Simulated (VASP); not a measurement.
# ZnS (P6_3mc) in VASP: notebook

Aim: see how the results for ZnS move with the level of theory and the settings. Levels: PBE, r2SCAN. Tasks: electric field gradients.

Program: VASP 6.6.1. These are calculated values, not measurements. Logs are shortened: lines on timing, memory, paths and dates and some standing lists are left out, and cuts for length are marked.

## (1) The cell of the first run

The structure is hexagonal, space group P6_3mc (No. 186). The conventional cell has a = 3.820 Å, b = 3.820 Å, c = 24.960 Å, α = 90.00°, β = 90.00°, γ = 120.00°. Within 3.1 Å of Zn (site symmetry 3m) lie 4 S at 2.34 Å. Within 3.1 Å of Zn (site symmetry 3m) lie 4 S at 2.34 Å. Within 3.1 Å of Zn (site symmetry 3m) lie 4 S at 2.34 Å. Zn (site symmetry 3m) has 4 S at 2.34 Å within 3.1 Å. S (site symmetry 3m) has 4 Zn at 2.34 Å within 3.1 Å. Within 3.1 Å of S (site symmetry 3m) lie 4 Zn at 2.34 Å. Within 3.1 Å of S (site symmetry 3m) lie 4 Zn at 2.34 Å. Within 3.1 Å of S (site symmetry 3m) lie 4 Zn at 2.34 Å.

## (2) Electric field gradients, PBE

Contents of INCAR:

```
SYSTEM = ZnS
ALGO = Normal ; EDIFF = 1E-8
ENCUT = 520 ; GGA = PE
ISIF = 2 ; ISMEAR = -1
LASPH = .True. ; LCHARG = .False.
LEFG = .True. ; LREAL = Auto
LUSENCCL = .False. ; LWAVE = .False.
NBANDS = 86 ; NELM = 80
PREC = Accurate ; SIGMA = 0.02
```

Contents of KPOINTS:

```
k-points
0
Gamma
  8 8 2
  0 0 0
```

Contents of POSCAR:

```
ZnS
1.0
    3.8200000000      0.0000000000      0.0000000000
   -1.9100000000      3.3082170425      0.0000000000
    0.0000000000      0.0000000000     24.9600000000
Zn S
8 8
Direct
    0.0000000000      0.0000000000      0.0000000000
    0.0000000000      0.0000000000      0.5000000000
    0.3333333333      0.6666666667      0.1250000000
    0.6666666667      0.3333333333      0.6250000000
    0.3333333333      0.6666666667      0.3750000000
    0.6666666667      0.3333333333      0.8750000000
    0.3333333333      0.6666666667      0.7500000000
    0.6666666667      0.3333333333      0.2500000000
    0.0000000000      0.0000000000      0.0938000000
    0.0000000000      0.0000000000      0.5938000000
    0.3333333333      0.6666666667      0.2188000000
    0.6666666667      0.3333333333      0.7188000000
    0.3333333333      0.6666666667      0.4688000000
    0.6666666667      0.3333333333      0.9688000000
    0.3333333333      0.6666666667      0.8438000000
    0.6666666667      0.3333333333      0.3438000000
```

Potentials or basis: VASP PAW PBE potentials, release 64 (Zn, S).

Run with:

```console
$ cat potpaw_PBE.64/Zn/POTCAR potpaw_PBE.64/S/POTCAR > POTCAR
$ mpirun -np 1 vasp_std > vasp.out
```

OUTCAR:

```text
SYSTEM = ZnS
   EDIFF = 1E-8
   ENCUT = 520
   GGA = PE
   ISIF = 2
   ISMEAR = -1
   LASPH = .True.
   LREAL = Auto
   NELM = 80
   PREC = Accurate

 ion  position               nearest neighbor table
   1  0.000  0.000  0.000-  14 2.34  14 2.34  14 2.34   9 2.34
   2  0.000  0.000  0.500-  13 2.34  13 2.34  13 2.34  10 2.34
   3  0.333  0.667  0.125-   9 2.34   9 2.34   9 2.34  11 2.34
   4  0.667  0.333  0.625-  10 2.34  10 2.34  10 2.34  12 2.34
   5  0.333  0.667  0.375-  16 2.34  16 2.34  16 2.34  13 2.34
   6  0.667  0.333  0.875-  15 2.34  15 2.34  15 2.34  14 2.34
[... 8 lines left out ...]
  15  0.333  0.667  0.844-   6 2.34   6 2.34   6 2.34   7 2.34
  16  0.667  0.333  0.344-   5 2.34   5 2.34   5 2.34   8 2.34

  LATTYP: Found a hexagonal cell.
 ALAT       =     3.8200000000
 C/A-ratio  =     6.5340314136

  Lattice vectors:

 A1 = (   3.8200000000,   0.0000000000,   0.0000000000)
 A2 = (  -1.9100000000,   3.3082170425,   0.0000000000)
 A3 = (   0.0000000000,   0.0000000000,  24.9600000000)

Analysis of symmetry for initial positions (statically):
=====================================================================
 Subroutine PRICEL returns:
 Original cell was already a primitive cell.

 Routine SETGRP: Setting up the symmetry group for a
 hexagonal supercell.

 Subroutine GETGRP returns: Found 12 space group operations
 (whereof  6 operations were pure point group operations)
 out of a pool of 24 trial point group operations.

The static configuration has the point symmetry C_3v.
 The point group associated with its full space group is C_6v.

Analysis of symmetry for dynamics (positions and initial velocities):
=====================================================================
 Subroutine PRICEL returns:
 Original cell was already a primitive cell.

 Routine SETGRP: Setting up the symmetry group for a
 hexagonal supercell.

 Subroutine GETGRP returns: Found 12 space group operations
 (whereof  6 operations were pure point group operations)
 out of a pool of 24 trial point group operations.

The dynamic configuration has the point symmetry C_3v.
 The point group associated with its full space group is C_6v.

 Subroutine INISYM returns: Found 12 space group operations
 (whereof  6 operations are pure point group operations),
 and found     1 'primitive' translations

----------------------------------------------------------------------------------------

                                     Primitive cell

  volume of cell :     315.4292

  direct lattice vectors                    reciprocal lattice vectors
     3.820000000  0.000000000  0.000000000     0.261780105  0.151138814 -0.000000000
    -1.910000000  3.308217042  0.000000000     0.000000000  0.302277628  0.000000000
     0.000000000  0.000000000 24.960000000     0.000000000 -0.000000000  0.040064103

  length of vectors
     3.820000000  3.820000000 24.960000000     0.302277628  0.302277628  0.040064103

  position of ions in fractional coordinates (direct lattice)
     0.000000000  0.000000000  0.000000000
     0.000000000  0.000000000  0.500000000
     0.333333333  0.666666667  0.125000000
     0.666666667  0.333333333  0.625000000
     0.333333333  0.666666667  0.375000000
     0.666666667  0.333333333  0.875000000
[... 8 lines left out ...]
     0.333333333  0.666666667  0.843800000
     0.666666667  0.333333333  0.343800000

  ion indices of the primitive-cell ions
   primitive index   ion index
                 1           1
                 2           2
                 3           3
                 4           4
                 5           5
[... 75 lines left out ...]
   LASPH  =      T    aspherical Exc in radial PAW
   ENCUT  =  520.0 eV  38.22 Ry    6.18 a.u.   7.10  7.10 46.41*2*pi/ulx,y,z
   NELM   =     80;   NELMIN=  2; NELMDL= -5     # of ELM steps
   EDIFF  = 0.1E-07   stopping-criterion for ELM
   LREAL  =      T    real-space projection
   EDIFFG = 0.1E-06   stopping-criterion for IOM
   NSW    =      0    number of steps for IOM
   IBRION =     -1    ionic relax: 0-MD 1-quasi-New 2-CG
   NFREE  =      0    steps in history (QN), initial steepest desc. (CG)
   ISIF   =      2    stress and relaxation
   ISYM   =      2    0-nonsym 1-usesym 2-fastsym
   POTIM  = 0.5000    time-step for ionic-motion
   TEBEG  =    0.0;   TEEND  =   0.0 temperature during run
   PSTRESS=    0.0 pullay stress
   NELECT =     144.0000    total number of electrons
   NUPDOWN=      -1.0000    fix difference up-down
   EMIN   =  10.00;   EMAX   =-10.00  energy-range for DOS
   EFERMI =   0.00;   METHOD = LEGACY
   ISMEAR =    -1;   SIGMA  =   0.02  broadening in eV -4-tet -1-fermi 0-gaus
   EFERMI_NEDOS =   21; number of points for ismear=-14 and -15
   IALGO  =     38    algorithm
   IMIX   =      4    mixing-type and parameters
     AMIX     =   0.40;   BMIX     =  1.00
     AMIX_MAG =   1.60;   BMIX_MAG =  1.00
  volume/ion in A,a.u.               =      19.71       133.04
  Fermi-wavevector in a.u.,A,eV,Ry     =   1.260555  2.382103 21.619631  1.588998
  Thomas-Fermi vector in A             =   2.394058
   LORBIT       =      0    0 simple, 1 ext, 2 COOP (PROOUT), +10 PAW based schemes
   GGA     = PE    functional components
   LHFCALC =     F    Hartree Fock is set to
   AEXX    =    0.0000 exact exchange contribution
   IVDW    =     0    specifies the selected vdW correction
   LEPSILON=     F    determine dielectric tensor
   LRPA    =     F    only Hartree local field effects (RPA)
 non-spin polarized calculation
  energy-cutoff  :      520.00
  volume of cell :      315.43
 maximum number of plane-waves:      8545
   NGX = 15   NGY = 15   NGZ = 93

 number of electron     143.9999938 magnetization

 Free energy of the ion-electron system (eV)
  ---------------------------------------------------
  ext. energy  EPLUGINS =         0.00000000
  ---------------------------------------------------
  free energy    TOTEN  =       -54.76925553 eV

  energy without entropy =      -54.76925553  energy(sigma->0) =      -54.76925553

 E-fermi :   2.5401     XC(G=0):  -9.6314

 val. band max:        2.1152824129   @ k =   0.0000   0.0000   0.0000
 cond. band min:       4.2518536996   @ k =   0.0000   0.0000   0.0000
 fundamental gap:      2.1365712867
 Fermi energy:         2.5400961356

 k-point     1 :       0.0000    0.0000    0.0000
  band No.  band energies     occupation
      1     -11.0345      2.00000
      2     -10.9206      2.00000
      3     -10.9137      2.00000
      4     -10.6139      2.00000
      5     -10.6079      2.00000
      6     -10.2672      2.00000
[... 1729 lines left out ...]
     83       8.0834      0.00000
     84       8.0834      0.00000
 [bands above 84 left out]

------------------------ aborting loop because EDIFF is reached ----------------------------------------

  FORCE on cell =-STRESS in cart. coord.  units (eV):
  Direction    XX          YY          ZZ          XY          YZ          ZX
  --------------------------------------------------------------------------------------
  -------------------------------------------------------------------------------------
  Total        3.5550232      3.5550232      3.6134914      0.0000000     -0.0000000      0.0000000
  in kB       18.0572280     18.0572280     18.3542090      0.0000000     -0.0000000      0.0000000
  external PRESSURE =      18.1562217 kB  Pullay stress =       0.0000000 kB

 VOLUME and BASIS-vectors are now :
 -----------------------------------------------------------------------------
  energy-cutoff  :      520.00
  volume of cell :      315.43
      direct lattice vectors                 reciprocal lattice vectors
     3.820000000  0.000000000  0.000000000     0.261780105  0.151138814 -0.000000000
    -1.910000000  3.308217042  0.000000000     0.000000000  0.302277628  0.000000000
     0.000000000  0.000000000 24.960000000     0.000000000 -0.000000000  0.040064103

 POSITION                                       TOTAL-FORCE (eV/Angst)
 -----------------------------------------------------------------------------------
      0.00000      0.00000      0.00000         0.000000      0.000000      0.006525
      0.00000      0.00000     12.48000         0.000000      0.000000      0.006525
     -0.00000      2.20548      3.12000         0.000000      0.000000      0.007633
      1.91000      1.10274     15.60000        -0.000000     -0.000000      0.007633
     -0.00000      2.20548      9.36000        -0.000000      0.000000      0.017703
      1.91000      1.10274     21.84000         0.000000     -0.000000      0.017703
[... 8 lines left out ...]
     -0.00000      2.20548     21.06125         0.000000      0.000000      0.018639
      1.91000      1.10274      8.58125        -0.000000      0.000000      0.018639
 -----------------------------------------------------------------------------------
    total drift:                               -0.000002     -0.000003      0.000542

  FREE ENERGIE OF THE ION-ELECTRON SYSTEM (eV)
  ---------------------------------------------------
  free  energy   TOTEN  =       -54.7692555271 eV

  energy  without entropy=      -54.7692555270  energy(sigma->0) =      -54.76925553

 Electric field gradients (V/A^2)
---------------------------------------------------------------------
 ion       V_xx      V_yy      V_zz      V_xy      V_xz      V_yz
---------------------------------------------------------------------
   1      -0.309    -0.307     0.616     0.002     0.000    -0.000
   2      -0.309    -0.307     0.616     0.002    -0.000     0.000
   3      -0.350    -0.344     0.694     0.005     0.000    -0.000
   4      -0.350    -0.344     0.694     0.005    -0.000     0.000
   5      -0.571    -0.565     1.135     0.005     0.000    -0.000
   6      -0.571    -0.565     1.135     0.005    -0.000     0.000
[... 8 lines left out ...]
  15      -0.622    -0.622     1.244    -0.000     0.000    -0.000
  16      -0.622    -0.622     1.244    -0.000    -0.000     0.000
---------------------------------------------------------------------

 Electric field gradients after diagonalization (V/A^2)
 (convention: |V_zz| > |V_xx| > |V_yy|)
----------------------------------------------------------------------
 ion       V_xx      V_yy      V_zz     asymmetry (V_yy - V_xx)/ V_zz
----------------------------------------------------------------------
   1      -0.310    -0.306     0.616       0.007
   2      -0.310    -0.306     0.616       0.007
   3      -0.353    -0.341     0.694       0.018
   4      -0.353    -0.341     0.694       0.018
   5      -0.574    -0.561     1.135       0.011
   6      -0.574    -0.561     1.135       0.011
[... 8 lines left out ...]
  15      -0.623    -0.622     1.244       0.001
  16      -0.623    -0.622     1.244       0.001
----------------------------------------------------------------------

           NMR quadrupolar parameters

 Cq : quadrupolar parameter    Cq=e*Q*V_zz/h
 eta: asymmetry parameters     (V_yy - V_xx)/ V_zz
 Q  : nuclear electric quadrupole moment in mb (millibarn)
----------------------------------------------------------------------
 ion       Cq(MHz)       eta       Q (mb)
----------------------------------------------------------------------
   1       0.001       0.007       1.000
   2       0.001       0.007       1.000
   3       0.002       0.018       1.000
   4       0.002       0.018       1.000
   5       0.003       0.011       1.000
   6       0.003       0.011       1.000
[... 8 lines left out ...]
  15       0.003       0.001       1.000
  16       0.003       0.001       1.000
----------------------------------------------------------------------
```

It took 12 min on 1 × NVIDIA H100 80GB with 1 thread of AMD EPYC 7R13 (Zen 3), shared host; peak memory 1.6 GiB.

What came out:

| Property | Result |
| --- | --- |
| Free energy | -54.7693 eV |
| Pressure | 1.8 GPa |
| Largest force | 0.035 eV/Å |
| Band gap on the k mesh | 2.14 eV |
| Largest electric field gradient by atom | Zn +0.6, +0.7, +1.1, -0.6 (each value once); S -0.0, +0.3, +0.0, +1.2 (each value once) V/Å² |

Forces on the atoms (eV/Å):
```
Zn   0.000  0.000  0.007
Zn   0.000  0.000  0.007
Zn   0.000  0.000  0.008
Zn   0.000  0.000  0.008
Zn   0.000  0.000  0.018
Zn   0.000  0.000  0.018
Zn   0.000  0.000  0.002
Zn   0.000  0.000  0.002
S    0.000  0.000 -0.005
S    0.000  0.000 -0.005
S    0.000  0.000 -0.035
S    0.000  0.000 -0.035
S    0.000  0.000 -0.012
S    0.000  0.000 -0.012
S    0.000  0.000  0.019
S    0.000  0.000  0.019
```

Electric field gradients, principal values (V/Å²):
```tsv
atom	least	middle	greatest (by size)
1 Zn	-0.306	-0.310	0.616
2 Zn	-0.306	-0.310	0.616
3 Zn	-0.341	-0.353	0.694
4 Zn	-0.341	-0.353	0.694
5 Zn	-0.561	-0.574	1.135
6 Zn	-0.561	-0.574	1.135
7 Zn	0.276	0.289	-0.565
8 Zn	0.276	0.289	-0.565
9 S	0.024	0.024	-0.048
10 S	0.024	0.024	-0.048
11 S	-0.157	-0.158	0.316
12 S	-0.157	-0.158	0.316
13 S	-0.024	-0.025	0.049
14 S	-0.024	-0.025	0.049
15 S	-0.622	-0.623	1.244
16 S	-0.622	-0.623	1.244
```

Caveat: without QUAD_EFG the Cq values of the log hold for a quadrupole moment of 1 mb, not for the nuclei.

(Part 1 of 2 ends here.)
